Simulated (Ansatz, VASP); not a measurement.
# One calculation of TiO2, two programs

The input INCAR:

```
SYSTEM = TiO2
ALGO = Normal ; EDIFF = 1E-6
EDIFFG = -0.04 ; ENCUT = 600
GGA = PE ; IBRION = 2
ISIF = 3 ; ISMEAR = 0
ISPIN = 2 ; LASPH = .True.
LCHARG = .False. ; LMAXMIX = 4
LORBIT = 11 ; LREAL = .False.
LWAVE = .False. ; MAGMOM = 1 1 0 0 0 0
NELM = 150 ; NSW = 90
PREC = Accurate ; SIGMA = 0.1
```

File KPOINTS:

```
k-points
0
Gamma
  4 4 6
  0 0 0
```

File POSCAR:

```
TiO2
1.0
    4.5939998600      0.0000000000      0.0000000000
    0.0000000000      4.5939998600      0.0000000000
    0.0000000000      0.0000000000      2.9590001100
Ti O
2 4
Direct
    0.0000000000      0.0000000000      0.0000000000
    0.5000000000      0.5000000000      0.5000000000
    0.3059999900      0.3059999900      0.0000000000
    0.1940000100      0.8059999900      0.5000000000
    0.6940000100      0.6940000100      0.0000000000
    0.8059999900      0.1940000100      0.5000000000
```

Input for Ansatz:

```yaml
crystal:
  lattice:
    - [4.59399986, 0.0, 0.0]
    - [0.0, 4.59399986, 0.0]
    - [0.0, 0.0, 2.95900011]
  atoms:
    - { symbol: Ti, position: [0.0, 0.0, 0.0], spin: 1.0 }
    - { symbol: Ti, position: [0.5, 0.5, 0.5], spin: 1.0 }
    - { symbol: O, position: [0.30599999, 0.30599999, 0.0] }
    - { symbol: O, position: [0.19400001, 0.80599999, 0.5] }
    - { symbol: O, position: [0.69400001, 0.69400001, 0.0] }
    - { symbol: O, position: [0.80599999, 0.19400001, 0.5] }
basis:
  ecutwfc: 420
kpoints:
  mp_grid: { grid: [4, 4, 6] }
hamiltonian:
  xc: pbe
scf:
  occupations: { method: gaussian, width: 0.1 }
  lower_state_search: "off"
output:
  forces: true
  stress: true
  eigenvalues: true
  populations: true
magnetization:
  spin_polarized: true
relax:
  adjacent_minimum: "off"
  f_tol: 0.04
  max_steps: 70
  cell: { stress_tol: 0.4 }
```

Alike in both runs: task relaxation of cell and atoms; functional PBE; k mesh 4 × 4 × 6; occupations gaussian, width 0.1 eV; collinear spin.

|  | VASP | Ansatz |
| --- | --- | --- |
| version | VASP 6.6.1 | Ansatz 0.2.0 |
| potentials or method | VASP PAW PBE potentials, release 64 (Ti_sv, O), cutoff 600 eV | scalar-relativistic, plane waves, PAW |
| valence electrons in the cell | 48 | 48 |

Ansatz gave:

```
gap on the k mesh at the Fermi level, each at its own relaxed structure (eV) : 1.86
net moment per atom (μB)                                                     : 0.00
relaxed volume (Å³/atom)                                                     : 10.64
relaxed length of the cell vector where the two differ most in proportion (Å)              : 2.965
```

Problem. Estimate VASP's values.

Solution. gap on the k mesh at the Fermi level, each at its own relaxed structure (eV): 1.82; net moment per atom (μB): 0.00; relaxed volume (Å³/atom): 10.66; relaxed length of the cell vector where the two differ most in proportion (Å): 2.971.

Ansatz's warnings: seeded moment not kept.
